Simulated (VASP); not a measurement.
# Al (a cell with a defect) in VASP: single point with PBE+D3(BJ)

Aim: the single point of Al (a cell with a defect) with PBE+D3(BJ).

All numbers are computed with VASP 6.6.1; they aren't measurements. Logs are shortened: lines on timing, memory, paths and dates and some standing lists are left out, and cuts for length are marked.

**1. The cell of the first run**

The cell holds a defect, 33 atoms: a = 8.100 Å, b = 8.100 Å, c = 8.100 Å, α = 90.00°, β = 90.00°, γ = 90.00°.

**2. Single point, PBE+D3(BJ)**

File INCAR:

```
SYSTEM = Al
ALGO = Normal
EDIFF = 1E-6
ENCUT = 520
GGA = PE
ISIF = 2
ISMEAR = 0
IVDW = 12
LASPH = .TRUE.
LCHARG = .TRUE.
LELF = .TRUE.
LREAL = Auto
LVHAR = .TRUE.
LWAVE = .FALSE.
NBANDS = 72
NELM = 100
PREC = Accurate
SIGMA = 0.05
```

File KPOINTS:

```
k-points
0
G
  3 3 3
  0 0 0
```

File POSCAR:

```
Al
1.0
    8.1000000000      0.0000000000      0.0000000000
    0.0000000000      8.1000000000      0.0000000000
    0.0000000000      0.0000000000      8.1000000000
Al
33
Direct
    0.5010690123     -0.0005360494     -0.0052028395
    0.7472544444      0.2488823457     -0.0029053086
    0.7393237037     -0.0076153086      0.2494172840
   -0.0019411111     -0.0133154321     -0.0236064198
    0.2556879012      0.2476658025     -0.0065274074
    0.4992256790      0.4989128395     -0.0054575309
    0.7461043210      0.7496533333      0.0005604938
    0.2653543210     -0.0117333333      0.2493959259
    0.4975761728      0.2444179012      0.2461522222
    0.7107639506      0.5079587654      0.2415045679
    0.5004113580      0.0030111111      0.4990424691
    0.7423239506      0.2528274074      0.4967577778
    0.7456724691      0.0059839506      0.7440922222
    0.0001258025      0.4975767901     -0.0014743210
    0.2530980247      0.7500006173      0.0002195062
    0.0086290123      0.1654462963      0.2091453086
    0.2756140741      0.5056503704      0.2441783951
    0.4992424691      0.7551145679      0.2509997531
   -0.0006702469      0.0006795062      0.5004695062
    0.2501100000      0.2544767901      0.4953472840
    0.4976919753      0.5034809877      0.5055067901
    0.7468577778      0.7527945679      0.5010458025
    0.2538728395      0.0057104938      0.7444577778
    0.5003669136      0.2510202469      0.7471413580
    0.7396425926      0.5005607407      0.7573223457
    0.0002128395      0.7523548148      0.2520514815
    0.0091291358      0.5435937037      0.5849077778
    0.2565962963      0.7568207407      0.5023590123
   -0.0007016049      0.2506216049      0.7482859259
    0.2653195062      0.5005771605      0.7617681481
    0.5011960494      0.7551758025      0.7507101235
   -0.0020466667      0.7740058025      0.7659411111
   -0.0130069136      0.4201572840      0.3314203704
```

Potentials or basis: VASP PAW PBE potentials, release 64 (Al).

Command:

```sh
> cat potpaw_PBE.64/Al/POTCAR > POTCAR
> mpirun -np 1 vasp_std > vasp.out
```

OUTCAR:

```text
SYSTEM = Al
   EDIFF = 1E-6
   ENCUT = 520
   GGA = PE
   ISIF = 2
   ISMEAR = 0
   IVDW = 12
   LASPH = .TRUE.
   LREAL = Auto
   NELM = 100
   PREC = Accurate
 IVDW          = 12

 ion  position               nearest neighbor table
   1  0.501  0.999  0.995-  31 2.80   8 2.81   3 2.83   5 2.83   7 2.83  13 2.84   2 2.84   9 2.84
                            15 2.85  23 2.85  24 2.86  18 2.87
   2  0.747  0.249  0.997-  16 2.81  25 2.82   1 2.84  13 2.84  24 2.85   6 2.85   9 2.86  29 2.87
                            14 2.87  10 2.90   3 2.92   4 2.94
   3  0.739  0.992  0.249-  16 2.61  18 2.73  11 2.80  22 2.81   7 2.82   1 2.83   9 2.83  26 2.87
                            12 2.91   2 2.92  19 2.93   4 3.05
   4  0.998  0.987  0.976-  16 2.38  32 2.42  13 2.78  23 2.80   7 2.81  15 2.82  29 2.83  26 2.93
                             2 2.94   5 2.97   3 3.05   8 3.09
   5  0.256  0.248  0.993-  16 2.74  30 2.78  23 2.81  24 2.81   1 2.83   9 2.83   6 2.83  29 2.87
                            14 2.90  17 2.92   8 2.95   4 2.97
   6  0.499  0.499  0.995-  10 2.63  30 2.67  17 2.72  25 2.74   5 2.83  24 2.84  15 2.85   7 2.85
                             2 2.85  31 2.87   9 2.90  18 2.94
   7  0.746  0.750  0.001-  10 2.78  32 2.79   4 2.81   3 2.82  25 2.82  31 2.83   1 2.83  18 2.85
                             6 2.85  26 2.90  14 2.90  13 2.94
   8  0.265  0.988  0.249-  16 2.55  18 2.68  28 2.78  11 2.78  15 2.79   9 2.80   1 2.81  26 2.87
                            20 2.94   5 2.95  19 2.96   4 3.09
   9  0.498  0.244  0.246-  10 2.75  17 2.78   8 2.80   3 2.83  11 2.83   5 2.83  12 2.84   1 2.84
[... 19 lines left out ...]
  19  0.999  0.001  0.500-  16 2.71  32 2.83  26 2.85  13 2.85  29 2.85  23 2.86  22 2.87  28 2.87
                            20 2.89  12 2.92   3 2.93   8 2.96
  20  0.250  0.254  0.495-  21 2.85   9 2.85  33 2.85  23 2.85  11 2.87  24 2.88  17 2.88  29 2.89
                            19 2.89   8 2.94  30 2.94  16 3.12  27 3.13
  21  0.498  0.503  0.506-  10 2.75  17 2.78  30 2.80  25 2.83  24 2.83  28 2.83  12 2.84  20 2.85
                            31 2.85  22 2.86  18 2.90   9 2.97
  22  0.747  0.753  0.501-  27 2.80   3 2.81  31 2.84  13 2.84  11 2.84  18 2.85  21 2.86  19 2.87
                            26 2.88  10 2.90  25 2.91  32 2.96
  23  0.254  0.006  0.744-   4 2.80  32 2.80   5 2.81  28 2.81  24 2.82  11 2.82   1 2.85  20 2.85
                            31 2.85  19 2.86  29 2.86  15 2.93
  24  0.500  0.251  0.747-  30 2.78  25 2.80  13 2.81   5 2.81  23 2.82  12 2.82  21 2.83   6 2.84
                            11 2.84   2 2.85   1 2.86  20 2.88
  25  0.740  0.501  0.757-  27 2.61   6 2.74  24 2.80   2 2.82   7 2.82  31 2.83  21 2.83  14 2.88
                            12 2.91  22 2.91  29 2.92  32 3.05
  26  0.000  0.752  0.252-  33 2.77  19 2.85   3 2.87   8 2.87  22 2.88  15 2.89   7 2.90  28 2.90
                            14 2.91   4 2.93  17 3.00  10 3.07  27 3.18  16 3.36
  27  0.009  0.544  0.585-  33 2.29  32 2.38  30 2.55  25 2.61  29 2.72  28 2.73  22 2.80  20 3.13
                            26 3.18  12 3.28
  28  0.257  0.757  0.502-  27 2.73   8 2.78  11 2.81  23 2.81  31 2.82  18 2.83  21 2.83  19 2.87
                            26 2.90  17 2.92  30 2.95  32 2.99
  29  0.999  0.251  0.748-  27 2.72   4 2.83  14 2.85  19 2.85  13 2.85  23 2.86   2 2.87   5 2.87
                            20 2.89  12 2.91  25 2.92  30 2.96
  30  0.265  0.501  0.762-  27 2.55   6 2.67  24 2.78   5 2.78  15 2.80  21 2.80  31 2.81  14 2.88
                            20 2.94  28 2.95  29 2.96  32 3.10
  31  0.501  0.755  0.751-   1 2.80  30 2.81  28 2.82  25 2.83   7 2.83  22 2.84  13 2.84  21 2.85
                            15 2.85  23 2.85  11 2.86   6 2.87
  32  0.998  0.774  0.766-  27 2.38   4 2.42  13 2.78   7 2.79  23 2.80  15 2.81  19 2.83  14 2.93
                            22 2.96  28 2.99  25 3.05  30 3.10
  33  0.987  0.420  0.331-  27 2.29  16 2.30  10 2.46  17 2.54  12 2.75  26 2.77  14 2.77  20 2.85

  LATTYP: Found a simple cubic cell.
 ALAT       =     8.1000000000

  Lattice vectors:

 A1 = (   8.1000000000,   0.0000000000,   0.0000000000)
 A2 = (   0.0000000000,   8.1000000000,   0.0000000000)
 A3 = (   0.0000000000,   0.0000000000,   8.1000000000)

Analysis of symmetry for initial positions (statically):
=====================================================================
 Subroutine PRICEL returns:
 Original cell was already a primitive cell.

 Routine SETGRP: Setting up the symmetry group for a
 simple cubic supercell.

 Subroutine GETGRP returns: Found  1 space group operations
 (whereof  1 operations were pure point group operations)
 out of a pool of 48 trial point group operations.

The static configuration has the point symmetry C_1 .

Analysis of symmetry for dynamics (positions and initial velocities):
=====================================================================
 Subroutine PRICEL returns:
 Original cell was already a primitive cell.

 Routine SETGRP: Setting up the symmetry group for a
 simple cubic supercell.

 Subroutine GETGRP returns: Found  1 space group operations
 (whereof  1 operations were pure point group operations)
 out of a pool of 48 trial point group operations.
[... 119 lines left out ...]
            Coordinates               Weight
  0.000000  0.000000  0.000000      1.000000
  0.333333  0.000000  0.000000      2.000000
  0.000000  0.333333  0.000000      2.000000
  0.000000  0.000000  0.333333      2.000000
  0.333333  0.333333  0.000000      2.000000
  0.000000  0.333333  0.333333      2.000000
  0.333333  0.000000  0.333333      2.000000
 -0.333333  0.333333  0.000000      2.000000
 -0.333333  0.000000  0.333333      2.000000
  0.000000 -0.333333  0.333333      2.000000
  0.333333  0.333333  0.333333      2.000000
 -0.333333  0.333333  0.333333      2.000000
 -0.333333 -0.333333  0.333333      2.000000
  0.333333 -0.333333  0.333333      2.000000
   k-points           NKPTS =     14   k-points in BZ     NKDIM =     14   number of bands    NBANDS=     72
   number of dos      NEDOS =    301   number of ions     NIONS =     33
   total plane-waves  NPLWV = 216000
   dimension x,y,z NGX =    60 NGY =   60 NGZ =   60
   dimension x,y,z NGXF=   120 NGYF=  120 NGZF=  120
   ions per type =              33
   NGX,Y,Z   is equivalent  to a cutoff of  12.31, 12.31, 12.31 a.u.
   NGXF,Y,Z  is equivalent  to a cutoff of  24.63, 24.63, 24.63 a.u.
 SYSTEM =  Al
   PREC   = accura    normal or accurate (medium, high low for compatibility)
   ISTART =      0    job   : 0-new  1-cont  2-samecut
   ICHARG =      2    charge: 1-file 2-atom 10-const
   ISPIN  =      1    spin polarized calculation?
   LNONCOLLINEAR =      F non collinear calculations
   LSORBIT =      F    spin-orbit coupling
   LASPH  =      T    aspherical Exc in radial PAW
   ENCUT  =  520.0 eV  38.22 Ry    6.18 a.u.  15.06 15.06 15.06*2*pi/ulx,y,z
   NELM   =    100;   NELMIN=  2; NELMDL= -5     # of ELM steps
   EDIFF  = 0.1E-05   stopping-criterion for ELM
   LREAL  =      T    real-space projection
   EDIFFG = 0.1E-04   stopping-criterion for IOM
   NSW    =      0    number of steps for IOM
   IBRION =     -1    ionic relax: 0-MD 1-quasi-New 2-CG
   NFREE  =      0    steps in history (QN), initial steepest desc. (CG)
   ISIF   =      2    stress and relaxation
   ISYM   =      2    0-nonsym 1-usesym 2-fastsym
   POTIM  = 0.5000    time-step for ionic-motion
   TEBEG  =    0.0;   TEEND  =   0.0 temperature during run
   PSTRESS=    0.0 pullay stress
   NELECT =      99.0000    total number of electrons
   NUPDOWN=      -1.0000    fix difference up-down
   EMIN   =  10.00;   EMAX   =-10.00  energy-range for DOS
   EFERMI =   0.00;   METHOD = LEGACY
   ISMEAR =     0;   SIGMA  =   0.05  broadening in eV -4-tet -1-fermi 0-gaus
   EFERMI_NEDOS =   21; number of points for ismear=-14 and -15
   IALGO  =     38    algorithm
   IMIX   =      4    mixing-type and parameters
     AMIX     =   0.40;   BMIX     =  1.00
     AMIX_MAG =   1.60;   BMIX_MAG =  1.00
  volume/ion in A,a.u.               =      16.10       108.68
  Fermi-wavevector in a.u.,A,eV,Ry     =   0.934978  1.766853 11.894002  0.874184
  Thomas-Fermi vector in A             =   2.061839
   LORBIT       =      0    0 simple, 1 ext, 2 COOP (PROOUT), +10 PAW based schemes
   GGA     = PE    functional components
   LHFCALC =     F    Hartree Fock is set to
   AEXX    =    0.0000 exact exchange contribution
   IVDW    =    12    specifies the selected vdW correction
   LEPSILON=     F    determine dielectric tensor
   LRPA    =     F    only Hartree local field effects (RPA)
 non-spin polarized calculation
 Gauss-broadening in eV      SIGMA  =   0.05
  energy-cutoff  :      520.00
  volume of cell :      531.44
 maximum number of plane-waves:     14358
   NGX = 31   NGY = 31   NGZ = 31

 number of electron      99.0000000 magnetization

 Free energy of the ion-electron system (eV)
  ---------------------------------------------------
  ext. energy  EPLUGINS =         0.00000000
  ---------------------------------------------------
  free energy    TOTEN  =      -120.93434010 eV

  energy without entropy =     -120.91910491  energy(sigma->0) =     -120.92672250

 E-fermi :   8.2635     XC(G=0): -10.2735

 val. band max:        8.2613488362   @ k =   0.3333   0.3333   0.0000
 cond. band min:       8.2837825798   @ k =   0.3333   0.0000   0.0000
 fundamental gap:      0.0224337436
 Fermi energy:         8.2635048759

 k-point     1 :       0.0000    0.0000    0.0000
  band No.  band energies     occupation
      1      -3.0738      2.00000
      2      -0.9952      2.00000
      3      -0.9399      2.00000
      4      -0.9054      2.00000
      5      -0.7647      2.00000
      6      -0.7296      2.00000
[... 885 lines left out ...]
     60       9.8337      0.00000
     61       9.8928      0.00000
 [bands above 61 left out]

------------------------ aborting loop because EDIFF is reached ----------------------------------------

 Edisp (eV)  -11.38933

 E8    (eV) :    -5.0968

  FORCE on cell =-STRESS in cart. coord.  units (eV):
  Direction    XX          YY          ZZ          XY          YZ          ZX
  --------------------------------------------------------------------------------------
  -------------------------------------------------------------------------------------
  Total       0.87640     6.81450     6.84145    -0.66806     8.45725     0.74262
  in kB       2.64216    20.54422    20.62545    -2.01407    25.49673     2.23885
  external pressure =       14.60 kB  Pullay stress =        0.00 kB

 VOLUME and BASIS-vectors are now :
 -----------------------------------------------------------------------------
  energy-cutoff  :      520.00
  volume of cell :      531.44
      direct lattice vectors                 reciprocal lattice vectors
     8.100000000  0.000000000  0.000000000     0.123456790  0.000000000  0.000000000
     0.000000000  8.100000000  0.000000000     0.000000000  0.123456790  0.000000000
     0.000000000  0.000000000  8.100000000     0.000000000  0.000000000  0.123456790

 POSITION                                       TOTAL-FORCE (eV/Angst)
 -----------------------------------------------------------------------------------
      4.05866      8.09566      8.05786         0.002347      0.009363     -0.015696
      6.05276      2.01595      8.07647         0.043211     -0.028255      0.041020
      5.98852      8.03832      2.02028        -0.054395     -0.047768      0.017670
      8.08428      7.99214      7.90879        -0.002513      0.056171     -0.052676
      2.07107      2.00609      8.04713        -0.059592     -0.032486      0.052427
      4.04373      4.04119      8.05579        -0.007984     -0.006563     -0.037665
[... 25 lines left out ...]
      8.08342      6.26945      6.20412        -0.006167      0.056331     -0.051684
      7.99464      3.40327      2.68451         0.033811      0.557356     -0.607582
 -----------------------------------------------------------------------------------
    total drift:                                0.011043      0.007309      0.002492

  FREE ENERGIE OF THE ION-ELECTRON SYSTEM (eV)
  ---------------------------------------------------
  free  energy   TOTEN  =      -132.3236725339 eV

  energy  without entropy=     -132.3084373451  energy(sigma->0) =     -132.31605494
```

It took 19 min on 1 thread of Oxide Virtual Turin-like, shared host; peak memory 0.61 GiB.

Results:

* Free energy: -132.3237 eV
* Pressure: 1.5 GPa
* Largest force: 0.825 eV/Å
* Dispersion energy per atom: -0.345 eV

Forces in eV/Å, atoms in the order of the input:
```
Al   0.002  0.009 -0.016
Al   0.043 -0.028  0.041
Al  -0.054 -0.048  0.018
Al  -0.003  0.056 -0.053
Al  -0.060 -0.032  0.052
Al  -0.008 -0.007 -0.038
Al   0.002  0.022 -0.021
Al   0.068 -0.051  0.027
Al   0.003 -0.037  0.026
Al  -0.191  0.053 -0.054
Al   0.006  0.039  0.025
Al   0.199  0.052 -0.050
Al  -0.006  0.014 -0.013
Al   0.002 -0.020 -0.015
Al  -0.001  0.024 -0.024
Al  -0.018 -0.309  0.301
Al   0.163  0.054 -0.055
Al  -0.009  0.037  0.007
Al  -0.010 -0.004  0.049
Al  -0.153  0.048 -0.046
Al   0.003 -0.026  0.035
Al   0.048 -0.042  0.029
Al   0.006  0.013 -0.013
Al   0.007 -0.026 -0.039
Al  -0.057 -0.019  0.050
Al   0.003  0.014  0.028
Al  -0.018 -0.296  0.331
Al  -0.066 -0.053  0.034
Al  -0.007 -0.037 -0.004
Al   0.072 -0.030  0.054
Al   0.003  0.016 -0.010
Al  -0.006  0.056 -0.052
Al   0.034  0.557 -0.608
```

Stress tensor (GPa, compression positive):
```
 0.26 -0.20  0.22
-0.20  2.05  2.55
 0.22  2.55  2.06
```
